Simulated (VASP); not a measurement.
# CuO (C2/c) in VASP: notebook

Aim: see how the results for CuO move with the level of theory and the settings. Levels: RPBE+D3(BJ), PBEsol+U. Tasks: single point.

Program: VASP 6.6.1. These are calculated values, not measurements. Logs are shortened: lines on timing, memory, paths and dates and some standing lists are left out, and cuts for length are marked.

### 1 The cell of the first run

The structure is monoclinic, space group C2/c (No. 15). The conventional cell has a = 4.684 Å, b = 3.423 Å, c = 5.129 Å, α = 90.00°, β = 99.54°, γ = 90.00°. Within 2.6 Å of Cu (site symmetry -1) lie 4 O at 1.95 to 1.96 Å. O (site symmetry 2) has 6 Cu at 1.95 to 2.78 Å and 6 O at 2.62 to 2.90 Å within 3.0 Å.

### 2 Single point, RPBE+D3(BJ)

Contents of INCAR:

```
  ALGO = Normal
  EDIFF = 1E-6
  ENCUT = 820
  GGA = RP
  GGA_COMPAT = F
  ISIF = 2
  ISMEAR = -1
  IVDW = 12
  LASPH = T
  LCHARG = T
  LELF = T
  LREAL = F
  LVHAR = T
  LWAVE = F
  NBANDS = 33
  NELM = 120
  PREC = Accurate
  SIGMA = 0.05
```

Contents of KPOINTS:

```
k-points
0
Gamma
  10 10 5
```

Contents of POSCAR:

```
CuO
1.0
    2.3418500000     -1.7113000000      0.0000000000
    2.3418500000      1.7113000000      0.0000000000
   -0.8500274268      0.0000000000      5.0578693947
Cu O
2 2
Direct
    0.5000000000      0.0000000000      0.5000000000
    0.0000000000      0.5000000000      0.0000000000
    0.4184000000      0.5816000000      0.7500000000
    0.5816000000      0.4184000000      0.2500000000
```

Potentials or basis: VASP PAW PBE potentials, release 64 (Cu_sv_GW, O).

Started as:

```sh
cat potpaw_PBE.64/Cu_sv_GW/POTCAR potpaw_PBE.64/O/POTCAR > POTCAR
mpirun -np 1 vasp_std > vasp.out
```

OUTCAR:

```text
EDIFF = 1E-6
   ENCUT = 820
   GGA = RP
   ISIF = 2
   ISMEAR = -1
   IVDW = 12
   LASPH = T
   LREAL = F
   NELM = 120
   PREC = Accurate
 IVDW          = 12

 ion  position               nearest neighbor table
   1  0.500  0.000  0.500-   3 1.95   4 1.95   4 1.96   3 1.96
   2  0.000  0.500  0.000-   4 1.95   3 1.95   4 1.96   3 1.96
   3  0.418  0.582  0.750-   2 1.95   1 1.95   2 1.96   1 1.96
   4  0.582  0.418  0.250-   1 1.95   2 1.95   2 1.96   1 1.96

  LATTYP: Found a base centered monoclinic cell.
 ALAT       =     4.6837000000
 B/A-ratio  =     0.7307470589
 C/A-ratio  =     1.0950317057
 COS(beta)  =    -0.1657361228

  Lattice vectors:

 A1 = (   2.3418500000,  -1.7113000000,   0.0000000000)
 A2 = (   2.3418500000,   1.7113000000,   0.0000000000)
 A3 = (  -0.8500274268,   0.0000000000,   5.0578693947)

Analysis of symmetry for initial positions (statically):
=====================================================================
 Subroutine PRICEL returns:
 Original cell was already a primitive cell.

 Routine SETGRP: Setting up the symmetry group for a
 base centered monoclinic supercell.

 Subroutine GETGRP returns: Found  4 space group operations
 (whereof  2 operations were pure point group operations)
 out of a pool of  4 trial point group operations.

The static configuration has the point symmetry S_2 .
 The point group associated with its full space group is C_2h.

Analysis of symmetry for dynamics (positions and initial velocities):
=====================================================================
 Subroutine PRICEL returns:
 Original cell was already a primitive cell.

 Routine SETGRP: Setting up the symmetry group for a
 base centered monoclinic supercell.

 Subroutine GETGRP returns: Found  4 space group operations
 (whereof  2 operations were pure point group operations)
 out of a pool of  4 trial point group operations.

The dynamic configuration has the point symmetry S_2 .
 The point group associated with its full space group is C_2h.

 Subroutine INISYM returns: Found  4 space group operations
 (whereof  2 operations are pure point group operations),
 and found     1 'primitive' translations

----------------------------------------------------------------------------------------

                                     Primitive cell

  volume of cell :      40.5399

  direct lattice vectors                    reciprocal lattice vectors
[... 90 lines left out ...]
   NELM   =    120;   NELMIN=  2; NELMDL= -5     # of ELM steps
   EDIFF  = 0.1E-05   stopping-criterion for ELM
   LREAL  =      F    real-space projection
   EDIFFG = 0.1E-04   stopping-criterion for IOM
   NSW    =      0    number of steps for IOM
   IBRION =     -1    ionic relax: 0-MD 1-quasi-New 2-CG
   NFREE  =      0    steps in history (QN), initial steepest desc. (CG)
   ISIF   =      2    stress and relaxation
   ISYM   =      2    0-nonsym 1-usesym 2-fastsym
   POTIM  = 0.5000    time-step for ionic-motion
   TEBEG  =    0.0;   TEEND  =   0.0 temperature during run
   PSTRESS=    0.0 pullay stress
   NELECT =      50.0000    total number of electrons
   NUPDOWN=      -1.0000    fix difference up-down
   EMIN   =  10.00;   EMAX   =-10.00  energy-range for DOS
   EFERMI =   0.00;   METHOD = LEGACY
   ISMEAR =    -1;   SIGMA  =   0.05  broadening in eV -4-tet -1-fermi 0-gaus
   EFERMI_NEDOS =   21; number of points for ismear=-14 and -15
   IALGO  =     38    algorithm
   IMIX   =      4    mixing-type and parameters
     AMIX     =   0.40;   BMIX     =  1.00
     AMIX_MAG =   1.60;   BMIX_MAG =  1.00
  volume/ion in A,a.u.               =      10.13        68.39
  Fermi-wavevector in a.u.,A,eV,Ry     =   1.755647  3.317692 41.937193  3.082297
  Thomas-Fermi vector in A             =   2.825352
   LORBIT       =      0    0 simple, 1 ext, 2 COOP (PROOUT), +10 PAW based schemes
   GGA     = RP    functional components
   LHFCALC =     F    Hartree Fock is set to
   AEXX    =    0.0000 exact exchange contribution
   IVDW    =    12    specifies the selected vdW correction
   LEPSILON=     F    determine dielectric tensor
   LRPA    =     F    only Hartree local field effects (RPA)
 non-spin polarized calculation
  energy-cutoff  :      820.00
  volume of cell :       40.54
 maximum number of plane-waves:      2181
   NGX = 13   NGY = 13   NGZ = 23

 number of electron      49.9999994 magnetization

 Free energy of the ion-electron system (eV)
  ---------------------------------------------------
  ext. energy  EPLUGINS =         0.00000000
  ---------------------------------------------------
  free energy    TOTEN  =       -17.89861549 eV

  energy without entropy =      -17.87928346  energy(sigma->0) =      -17.88894948

 E-fermi :   5.9270     XC(G=0): -12.0449

 val. band max:        5.9144690879   @ k =  -0.4000   0.2000   0.4000
 cond. band min:       5.9327504606   @ k =   0.5000   0.1000   0.2000
 fundamental gap:      0.0182813727
 Fermi energy:         5.9270396905

 k-point     1 :       0.0000    0.0000    0.0000
  band No.  band energies     occupation
      1    -106.8270      2.00000
      2    -106.8265      2.00000
      3     -64.2784      2.00000
      4     -64.2782      2.00000
      5     -64.2503      2.00000
      6     -64.2417      2.00000
[... 853 lines left out ...]
     32      19.3197      0.00000
     33      20.3822      0.00000

 [... further k-points ...]

------------------------ aborting loop because EDIFF is reached ----------------------------------------

 Edisp (eV)   -4.63328

 E8    (eV) :    -2.6987

  FORCE on cell =-STRESS in cart. coord.  units (eV):
  Direction    XX          YY          ZZ          XY          YZ          ZX
  --------------------------------------------------------------------------------------
  -------------------------------------------------------------------------------------
  Total      -3.00089    -3.33553    -3.29090     0.00000     0.00000    -0.53099
  in kB    -118.59831  -131.82355  -130.05956     0.00000     0.00000   -20.98517
  external pressure =     -126.83 kB  Pullay stress =        0.00 kB

 VOLUME and BASIS-vectors are now :
 -----------------------------------------------------------------------------
  energy-cutoff  :      820.00
  volume of cell :       40.54
      direct lattice vectors                 reciprocal lattice vectors
     2.341850000 -1.711300000  0.000000000     0.213506416 -0.292175539  0.035881968
     2.341850000  1.711300000  0.000000000     0.213506416  0.292175539  0.035881968
    -0.850027427  0.000000000  5.057869395     0.000000000  0.000000000  0.197711709

 POSITION                                       TOTAL-FORCE (eV/Angst)
 -----------------------------------------------------------------------------------
      0.74591     -0.85565      2.52893         0.000000      0.000000      0.000000
      1.17092      0.85565      0.00000         0.000000      0.000000      0.000000
      1.70433      0.27928      3.79340         0.000000     -0.132877     -0.000000
      2.12934     -0.27928      1.26447        -0.000000      0.132877      0.000000
 -----------------------------------------------------------------------------------
    total drift:                                0.000000      0.000000      0.000000

  FREE ENERGIE OF THE ION-ELECTRON SYSTEM (eV)
  ---------------------------------------------------
  free  energy   TOTEN  =       -22.5318947499 eV

  energy  without entropy=      -22.5125627164  energy(sigma->0) =      -22.52222873
```

OSZICAR:

```text
N       E                     dE             d eps       ncg     rms          rms(c)
DAV:   1     0.107301603162E+04    0.10730E+04   -0.40405E+04 14531   0.597E+03
DAV:   2     0.887227826887E+02   -0.98429E+03   -0.94669E+03 15569   0.139E+03
DAV:   3    -0.190967529391E+02   -0.10782E+03   -0.10552E+03 18012   0.510E+02
DAV:   4    -0.236387365972E+02   -0.45420E+01   -0.45166E+01 15160   0.122E+02
DAV:   5    -0.238206033570E+02   -0.18187E+00   -0.18169E+00 16204   0.215E+01    0.171E+01
DAV:   6    -0.219280039709E+02    0.18926E+01   -0.42627E+01 16348   0.327E+02    0.158E+01
DAV:   7    -0.178430393790E+02    0.40850E+01   -0.14523E+01 15124   0.279E+02    0.382E+00
DAV:   8    -0.179119063309E+02   -0.68867E-01   -0.13074E+00 15820   0.147E+01    0.201E+00
DAV:   9    -0.179018906611E+02    0.10016E-01   -0.61649E-02 17588   0.125E+01    0.585E-01
DAV:  10    -0.178984378360E+02    0.34528E-02   -0.11126E-02 16876   0.690E+00    0.127E-01
DAV:  11    -0.178986533346E+02   -0.21550E-03   -0.12891E-03 17268   0.860E-01    0.719E-02
DAV:  12    -0.178986130887E+02    0.40246E-04   -0.31879E-04 15532   0.420E-01    0.155E-02
DAV:  13    -0.178986137010E+02   -0.61225E-06   -0.23102E-05 15476   0.170E-01    0.845E-03
DAV:  14    -0.178986150925E+02   -0.13915E-05   -0.22708E-06  9116   0.994E-02    0.176E-03
DAV:  15    -0.178986154919E+02   -0.39944E-06   -0.32482E-07  6716   0.290E-02
   1 F= -.22531895E+02 E0= -.22522229E+02  d E =-.193320E-01
```

Wall time 7.3 min (1 thread of Intel Xeon Platinum 8259CL at 2.50GHz (Skylake/Cascade Lake), shared host); peak memory 0.47 GiB.

What came out:

```
Free energy                : -22.5319 eV
Pressure                   : -12.7 GPa
Largest force              : 0.133 eV/Å
Band gap on the k mesh     : zero (bands 25 and 26 overlap by 0.59 eV)
Dispersion energy per atom : -1.158 eV
```

Forces in eV/Å, atoms in the order of the input:
```
Cu   0.000  0.000  0.000
Cu   0.000  0.000  0.000
O    0.000 -0.133  0.000
O    0.000  0.133  0.000
```

Caveat: the cell stands under tension; the dispersion term is far too large for a dense solid, which distorts pressure and volume; the PAW data sets were made with another functional, which shifts forces and pressure a little; semilocal functionals often make such compounds metallic where correlation or magnetic order opens a gap, which also shifts bond lengths.

### 3 Single point, PBEsol+U

Contents of INCAR:

```
ALGO     = Normal         # electronic algorithm
EDIFF    = 1E-6           # SCF threshold, eV
ENCUT    = 820            # plane-wave cutoff, eV
GGA      = PS             # functional
GGA_COMPAT= F            
ISIF     = 2              # what is computed and relaxed
ISMEAR   = -1             # smearing method
LASPH    = T              # aspherical terms in the spheres
LCHARG   = T              # write CHGCAR
LDAU     = T              # DFT+U
LDAUJ    = 0 0          
LDAUL    = 2 -1           # shell
LDAUPRINT= 1            
LDAUTYPE = 2            
LDAUU    = 3 0            # U, eV
LELF     = T              # ELF
LMAXMIX  = 4              # l up to which the mixer works
LREAL    = F              # projectors in reciprocal space
LVHAR    = T            
LWAVE    = F              # write WAVECAR
NBANDS   = 33             # bands
NELM     = 200            # most SCF steps
PREC     = Accurate       # precision mode
SIGMA    = 0.05           # smearing width, eV
```

KPOINTS is that of step 2.

POSCAR is that of step 2.

Potentials or basis: VASP PAW PBE potentials, release 64 (Cu_sv_GW, O).

Started as:

```sh
cat potpaw_PBE.64/Cu_sv_GW/POTCAR potpaw_PBE.64/O/POTCAR > POTCAR
mpirun -np 1 vasp_std > vasp.out
```

Wall time 4.3 min (1 thread of Intel Xeon Platinum 8488C (Sapphire Rapids), shared host); peak memory 0.46 GiB.

Results (log left out):

```
Free energy            : -18.8176 eV
Pressure               : -3.4 GPa
Largest force          : 0.300 eV/Å
Band gap on the k mesh : zero (bands 25 and 26 overlap by 0.62 eV)
```

Forces in eV/Å, atoms in the order of the input:
```
Cu   0.000  0.000  0.000
Cu   0.000  0.000  0.000
O    0.000 -0.300  0.000
O    0.000  0.300  0.000
```

Stress tensor (GPa, compression positive):
```
-3.68  0.00 -0.39
 0.00 -1.31  0.00
-0.39  0.00 -5.20
```

Levels at points of the mesh, in eV from the Fermi level:
```
           k point  band 21  band 22  band 23  band 24  band 25  band 26  band 27  band 28  band 29  band 30
(0.00, 0.00, 0.00)    -2.78    -2.70    -2.58    -2.13     0.22     0.97     1.69     6.06     8.20    13.44
(0.50, 0.00, 0.00)    -2.59    -2.04    -1.82    -1.76     0.04     0.30     4.93     6.38     7.01    11.14
(0.50, 0.50, 0.00)    -2.72    -2.65    -1.79    -1.64    -0.85     1.11     3.40     7.16     8.62    10.10
```

Eigenvalues of the final occupation matrices:
```
    site  spin  trace               eigenvalues
site 1 d     1   4.48  0.74 0.91 0.94 0.94 0.95
site 1 d     2   4.48  0.74 0.91 0.94 0.94 0.95
site 2 d     1   4.48  0.74 0.91 0.94 0.94 0.95
site 2 d     2   4.48  0.74 0.91 0.94 0.94 0.95
```

Caveat: the cell stands under tension; the PAW data sets were made with another functional, which shifts forces and pressure a little; U without spin polarisation on a metal has little footing.
